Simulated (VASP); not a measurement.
# SrO (e600) (Fm-3m) in VASP: further runs

Runs on SrO (e600). Level: PBEsol. Tasks: single point.

Everything below comes from runs of VASP 6.6.1. Logs are shortened: lines on timing, memory, paths and dates and some standing lists are left out, and cuts for length are marked.

## (1) The cell of the first run

Symmetry: Fm-3m, No. 225, cubic system. Conventional cell: a = 5.122 Å, b = 5.122 Å, c = 5.122 Å, α = 90.00°, β = 90.00°, γ = 90.00°. Within 3.4 Å of Sr (site symmetry m-3m) lie 6 O at 2.56 Å. O (site symmetry m-3m) has 6 Sr at 2.56 Å within 3.4 Å.

## (2) Single point, PBEsol

Input file INCAR:

```
  ALGO = Normal
  EDIFF = 1E-6
  ENCUT = 600
  GGA = PS
  GGA_COMPAT = F
  ISIF = 2
  ISMEAR = 0
  LASPH = T
  LCHARG = F
  LREAL = F
  LWAVE = F
  NBANDS = 15
  NELM = 120
  PREC = Accurate
  SIGMA = 0.02
```

Input file KPOINTS:

```
k-points
0
Gamma
  6 6 6
```

Input file POSCAR:

```
SrO
1.0
    0.0000000000      2.5611952847      2.5611952847
    2.5611952847      0.0000000000      2.5611952847
    2.5611952847      2.5611952847      0.0000000000
Sr O
1 1
Direct
    0.0000000000      0.0000000000      0.0000000000
    0.5000000000      0.5000000000      0.5000000000
```

Potentials or basis: VASP PAW PBE potentials, release 64 (Sr_sv, O).

On the command line:

```console
$ cat potpaw_PBE.64/Sr_sv/POTCAR potpaw_PBE.64/O/POTCAR > POTCAR
$ mpirun -np 1 vasp_std > vasp.out
```

OUTCAR:

```text
EDIFF = 1E-6
   ENCUT = 600
   GGA = PS
   ISIF = 2
   ISMEAR = 0
   LASPH = T
   LREAL = F
   NELM = 120
   PREC = Accurate

 ion  position               nearest neighbor table
   1  0.000  0.000  0.000-   2 2.56   2 2.56   2 2.56   2 2.56   2 2.56   2 2.56
   2  0.500  0.500  0.500-   1 2.56   1 2.56   1 2.56   1 2.56   1 2.56   1 2.56

  LATTYP: Found a face centered cubic cell.
 ALAT       =     5.1223905694

  Lattice vectors:

 A1 = (   0.0000000000,   2.5611952847,   2.5611952847)
 A2 = (   2.5611952847,   0.0000000000,   2.5611952847)
 A3 = (   2.5611952847,   2.5611952847,   0.0000000000)

Analysis of symmetry for initial positions (statically):
=====================================================================
 Subroutine PRICEL returns:
 Original cell was already a primitive cell.

 Routine SETGRP: Setting up the symmetry group for a
 face centered cubic supercell.

 Subroutine GETGRP returns: Found 48 space group operations
 (whereof 48 operations were pure point group operations)
 out of a pool of 48 trial point group operations.

The static configuration has the point symmetry O_h .

Analysis of symmetry for dynamics (positions and initial velocities):
=====================================================================
 Subroutine PRICEL returns:
 Original cell was already a primitive cell.

 Routine SETGRP: Setting up the symmetry group for a
 face centered cubic supercell.

 Subroutine GETGRP returns: Found 48 space group operations
 (whereof 48 operations were pure point group operations)
 out of a pool of 48 trial point group operations.

The dynamic configuration has the point symmetry O_h .

 Subroutine INISYM returns: Found 48 space group operations
 (whereof 48 operations are pure point group operations),
 and found     1 'primitive' translations

----------------------------------------------------------------------------------------

                                     Primitive cell

  volume of cell :      33.6015

  direct lattice vectors                    reciprocal lattice vectors
     0.000000000  2.561195285  2.561195285    -0.195221350  0.195221350  0.195221350
     2.561195285  0.000000000  2.561195285     0.195221350 -0.195221350  0.195221350
     2.561195285  2.561195285  0.000000000     0.195221350  0.195221350 -0.195221350

  length of vectors
     3.622077108  3.622077108  3.622077108     0.338133296  0.338133296  0.338133296

  position of ions in fractional coordinates (direct lattice)
     0.000000000  0.000000000  0.000000000
     0.500000000  0.500000000  0.500000000

  ion indices of the primitive-cell ions
   primitive index   ion index
                 1           1
                 2           2

----------------------------------------------------------------------------------------

 KPOINTS: k-points

Automatic generation of k-mesh.
 Grid dimensions read from file:
 generate k-points for:    6    6    6

 Generating k-lattice:

  Cartesian coordinates                     Fractional coordinates (reciprocal lattice)
    -0.032536892  0.032536892  0.032536892     0.166666667  0.000000000  0.000000000
     0.032536892 -0.032536892  0.032536892     0.000000000  0.166666667  0.000000000
     0.032536892  0.032536892 -0.032536892     0.000000000  0.000000000  0.166666667

  Length of vectors
     0.056355549  0.056355549  0.056355549

  Shift w.r.t. Gamma in fractional coordinates (k-lattice)
     0.000000000  0.000000000  0.000000000

 Subroutine IBZKPT returns following result:
 ===========================================

 Found     16 irreducible k-points:

 Following reciprocal coordinates:
            Coordinates               Weight
  0.000000  0.000000  0.000000      1.000000
  0.166667  0.000000  0.000000      8.000000
  0.333333  0.000000  0.000000      8.000000
  0.500000  0.000000  0.000000      4.000000
  0.166667  0.166667  0.000000      6.000000
  0.333333  0.166667  0.000000     24.000000
[... 8 lines left out ...]
 -0.333333  0.333333  0.166667     24.000000
 -0.333333  0.500000  0.166667     12.000000
   k-points           NKPTS =     16   k-points in BZ     NKDIM =     16   number of bands    NBANDS=     15
   number of dos      NEDOS =    301   number of ions     NIONS =      2
   total plane-waves  NPLWV =  27000
   dimension x,y,z NGX =    30 NGY =   30 NGZ =   30
   dimension x,y,z NGXF=    60 NGYF=   60 NGZF=   60
   ions per type =               1   1
   NGX,Y,Z   is equivalent  to a cutoff of  13.77, 13.77, 13.77 a.u.
   NGXF,Y,Z  is equivalent  to a cutoff of  27.54, 27.54, 27.54 a.u.
 SYSTEM =  unknown system
   PREC   = accura    normal or accurate (medium, high low for compatibility)
   ISTART =      0    job   : 0-new  1-cont  2-samecut
   ICHARG =      2    charge: 1-file 2-atom 10-const
   ISPIN  =      1    spin polarized calculation?
   LNONCOLLINEAR =      F non collinear calculations
   LSORBIT =      F    spin-orbit coupling
   LASPH  =      T    aspherical Exc in radial PAW
   ENCUT  =  600.0 eV  44.10 Ry    6.64 a.u.   7.23  7.23  7.23*2*pi/ulx,y,z
   NELM   =    120;   NELMIN=  2; NELMDL= -5     # of ELM steps
   EDIFF  = 0.1E-05   stopping-criterion for ELM
   LREAL  =      F    real-space projection
   EDIFFG = 0.1E-04   stopping-criterion for IOM
   NSW    =      0    number of steps for IOM
   IBRION =     -1    ionic relax: 0-MD 1-quasi-New 2-CG
   NFREE  =      0    steps in history (QN), initial steepest desc. (CG)
   ISIF   =      2    stress and relaxation
   ISYM   =      2    0-nonsym 1-usesym 2-fastsym
   POTIM  = 0.5000    time-step for ionic-motion
   TEBEG  =    0.0;   TEEND  =   0.0 temperature during run
   PSTRESS=    0.0 pullay stress
   NELECT =      16.0000    total number of electrons
   NUPDOWN=      -1.0000    fix difference up-down
   EMIN   =  10.00;   EMAX   =-10.00  energy-range for DOS
   EFERMI =   0.00;   METHOD = LEGACY
   ISMEAR =     0;   SIGMA  =   0.02  broadening in eV -4-tet -1-fermi 0-gaus
   EFERMI_NEDOS =   21; number of points for ismear=-14 and -15
   IALGO  =     38    algorithm
   IMIX   =      4    mixing-type and parameters
     AMIX     =   0.40;   BMIX     =  1.00
     AMIX_MAG =   1.60;   BMIX_MAG =  1.00
  volume/ion in A,a.u.               =      16.80       113.38
  Fermi-wavevector in a.u.,A,eV,Ry     =   1.278386  2.415800 22.235617  1.634272
  Thomas-Fermi vector in A             =   2.410932
   LORBIT       =      0    0 simple, 1 ext, 2 COOP (PROOUT), +10 PAW based schemes
   GGA     = PS    functional components
   LHFCALC =     F    Hartree Fock is set to
   AEXX    =    0.0000 exact exchange contribution
   IVDW    =     0    specifies the selected vdW correction
   LEPSILON=     F    determine dielectric tensor
   LRPA    =     F    only Hartree local field effects (RPA)
 non-spin polarized calculation
 Gauss-broadening in eV      SIGMA  =   0.02
  energy-cutoff  :      600.00
  volume of cell :       33.60
 maximum number of plane-waves:      1139
 NGX is ok and might be reduce to    30
   NGX = 15   NGY = 15   NGZ = 15

 number of electron      15.9999997 magnetization

 Free energy of the ion-electron system (eV)
  ---------------------------------------------------
  ext. energy  EPLUGINS =         0.00000000
  ---------------------------------------------------
  free energy    TOTEN  =       -12.64043233 eV

  energy without entropy =      -12.64043233  energy(sigma->0) =      -12.64043233

 E-fermi :   1.7121     XC(G=0): -10.3321

 val. band max:        1.5420378997   @ k =   0.0000   0.0000   0.0000
 cond. band min:       4.6896930154   @ k =   0.5000   0.5000   0.0000
 fundamental gap:      3.1476551157
 Fermi energy:         1.7121091462

 k-point     1 :       0.0000    0.0000    0.0000
  band No.  band energies     occupation
      1     -30.6552      2.00000
      2     -13.4702      2.00000
      3     -12.2956      2.00000
      4     -12.2956      2.00000
      5     -12.2956      2.00000
      6       1.5420      2.00000
      7       1.5420      2.00000
      8       1.5420      2.00000
      9       5.4463      0.00000
     10       7.7286      0.00000
     11       7.7286      0.00000
     12       7.7286      0.00000
     13       9.9499      0.00000
     14       9.9499      0.00000
     15      14.0821      0.00000

 k-point     2 :       0.1667    0.0000    0.0000
  band No.  band energies     occupation
      1     -30.6184      2.00000
      2     -14.0340      2.00000
      3     -12.3175      2.00000
      4     -12.3175      2.00000
      5     -11.8212      2.00000
      6       0.7897      2.00000
      7       1.2012      2.00000
      8       1.2012      2.00000
      9       6.6231      0.00000
     10       7.5100      0.00000
     11       8.2766      0.00000
     12       8.2766      0.00000
     13      10.6690      0.00000
     14      10.6690      0.00000
     15      15.7973      0.00000

 k-point     3 :       0.3333    0.0000    0.0000
  band No.  band energies     occupation
      1     -30.5437      2.00000
      2     -14.7415      2.00000
      3     -12.3604      2.00000
      4     -12.3604      2.00000
      5     -11.2932      2.00000
      6      -0.2715      2.00000
      7       0.6202      2.00000
      8       0.6202      2.00000
      9       7.7004      0.00000
     10       8.7723      0.00000
     11       9.6100      0.00000
     12       9.6100      0.00000
     13      12.2796      0.00000
     14      12.2796      0.00000
     15      17.4752      0.00000

 k-point     4 :       0.5000    0.0000    0.0000
  band No.  band energies     occupation
      1     -30.5056      2.00000
      2     -15.0227      2.00000
      3     -12.3814      2.00000
      4     -12.3814      2.00000
      5     -11.1016      2.00000
      6      -0.7051      2.00000
      7       0.3659      2.00000
      8       0.3659      2.00000
      9       8.0816      0.00000
     10       9.9213      0.00000
     11      10.4540      0.00000
     12      10.4540      0.00000
     13      13.6178      0.00000
     14      13.6178      0.00000
     15      16.4584      0.00000
[... 163 lines left out ...]
 k-point    14 :       0.5000    0.3333    0.1667
  band No.  band energies     occupation
      1     -30.4965      2.00000
      2     -14.4832      2.00000
      3     -12.7421      2.00000
      4     -12.5629      2.00000
      5     -11.6450      2.00000
      6       0.1660      2.00000
      7       0.6895      2.00000
      8       1.1783      2.00000
      9       6.5247      0.00000
     10       8.7500      0.00000
     11      10.4089      0.00000
     12      11.0446      0.00000
     13      12.4582      0.00000
     14      13.7270      0.00000
     15      15.8992      0.00000

 k-point    15 :      -0.3333    0.3333    0.1667
  band No.  band energies     occupation
      1     -30.4719      2.00000
      2     -14.4702      2.00000
      3     -12.8656      2.00000
      4     -12.7122      2.00000
      5     -11.6120      2.00000
      6       0.1710      2.00000
      7       0.8575      2.00000
      8       0.9240      2.00000
      9       7.7113      0.00000
     10       7.8309      0.00000
     11      10.6014      0.00000
     12      11.7417      0.00000
     13      13.1317      0.00000
     14      14.5446      0.00000
     15      15.3155      0.00000

 k-point    16 :      -0.3333    0.5000    0.1667
  band No.  band energies     occupation
      1     -30.4611      2.00000
      2     -14.0341      2.00000
      3     -13.1702      2.00000
      4     -12.8535      2.00000
      5     -11.9041      2.00000
      6       0.6314      2.00000
      7       1.0905      2.00000
      8       1.2049      2.00000
      9       6.1097      0.00000
     10       9.1043      0.00000
     11      10.0694      0.00000
     12      12.6655      0.00000
     13      12.8077      0.00000
     14      14.5287      0.00000
     15      15.0997      0.00000

------------------------ aborting loop because EDIFF is reached ----------------------------------------

  FORCE on cell =-STRESS in cart. coord.  units (eV):
  Direction    XX          YY          ZZ          XY          YZ          ZX
  --------------------------------------------------------------------------------------
  -------------------------------------------------------------------------------------
  Total        0.1180559      0.1180559      0.1180559      0.0000000      0.0000000     -0.0000000
  in kB        5.6291181      5.6291181      5.6291181      0.0000000      0.0000000     -0.0000000
  external PRESSURE =       5.6291181 kB  Pullay stress =       0.0000000 kB

 VOLUME and BASIS-vectors are now :
 -----------------------------------------------------------------------------
  energy-cutoff  :      600.00
  volume of cell :       33.60
      direct lattice vectors                 reciprocal lattice vectors
     0.000000000  2.561195285  2.561195285    -0.195221350  0.195221350  0.195221350
     2.561195285  0.000000000  2.561195285     0.195221350 -0.195221350  0.195221350
     2.561195285  2.561195285  0.000000000     0.195221350  0.195221350 -0.195221350

 POSITION                                       TOTAL-FORCE (eV/Angst)
 -----------------------------------------------------------------------------------
      0.00000      0.00000      0.00000         0.000000      0.000000     -0.000000
      2.56120      2.56120      2.56120        -0.000000     -0.000000      0.000000
 -----------------------------------------------------------------------------------
    total drift:                                0.000000      0.000000      0.000000

  FREE ENERGIE OF THE ION-ELECTRON SYSTEM (eV)
  ---------------------------------------------------
  free  energy   TOTEN  =       -12.6404323320 eV

  energy  without entropy=      -12.6404323320  energy(sigma->0) =      -12.64043233
```

Wall time 8 s (1 thread of AMD EPYC 9R45 (Zen 5), shared host); peak memory 0.14 GiB.

Results:

| Item | Value |
| --- | --- |
| Free energy | -12.6404 eV |
| Pressure | 0.6 GPa |
| Band gap on the k mesh | 3.15 eV, indirect (least direct gap 3.23 eV) |

Levels at points of the mesh, in eV from the valence-band top:
| k point | band 6 | band 7 | band 8 | band 9 | band 10 | band 11 |
| --- | --- | --- | --- | --- | --- | --- |
| (0.00, 0.00, 0.00) | 0.00 | 0.00 | 0.00 | 3.90 | 6.19 | 6.19 |
| (0.50, 0.00, 0.00) | -2.25 | -1.18 | -1.18 | 6.54 | 8.38 | 8.91 |
| (0.50, 0.50, 0.00) | -0.42 | -0.08 | -0.08 | 3.15 | 7.85 | 10.27 |

Caveat: the PAW data sets were made with another functional, which shifts forces and pressure a little. A k mesh can miss the band edges.

## (3) Single point, PBEsol

Input file INCAR:

```
SYSTEM = SrO
PREC     = Accurate       ! precision mode
ENCUT    = 600            ! plane-wave cutoff, eV
EDIFF    = 1E-6           ! SCF threshold, eV
ISMEAR   = 0              ! smearing method
SIGMA    = 0.01           ! smearing width, eV
LREAL    = .False.        ! projectors in reciprocal space
LASPH    = .True.         ! aspherical terms in the spheres
NELM     = 120            ! most SCF steps
ALGO     = Normal         ! electronic algorithm
ISIF     = 2              ! what is computed and relaxed
LWAVE    = .False.        ! write WAVECAR
LCHARG   = .False.        ! write CHGCAR
GGA      = PS             ! functional
NBANDS   = 15             ! bands
GGA_COMPAT= .False.
```

Input file KPOINTS:

```
regular mesh
0
Gamma
  6 6 6
  0 0 0
```

POSCAR is that of step 2.

Potentials or basis: VASP PAW PBE potentials, release 64 (Sr_sv, O).

On the command line:

```console
$ cat potpaw_PBE.64/Sr_sv/POTCAR potpaw_PBE.64/O/POTCAR > POTCAR
$ mpirun -np 1 vasp_std > vasp.out
```

Wall time 8.3 s (1 thread of AMD EPYC 9R45 (Zen 5), shared host); peak memory 0.14 GiB.

The run converged. Its results:

* Free energy: -12.6404 eV
* Pressure: 0.6 GPa
* Band gap on the k mesh: 3.15 eV, indirect (least direct gap 3.23 eV)

Levels at points of the mesh, in eV from the valence-band top:
```
           k point  band 6  band 7  band 8  band 9  band 10  band 11
(0.00, 0.00, 0.00)    0.00    0.00    0.00    3.90     6.19     6.19
(0.50, 0.00, 0.00)   -2.25   -1.18   -1.18    6.54     8.38     8.91
(0.50, 0.50, 0.00)   -0.42   -0.08   -0.08    3.15     7.85    10.27
```

Caveat: the PAW data sets were made with another functional, which shifts forces and pressure a little.
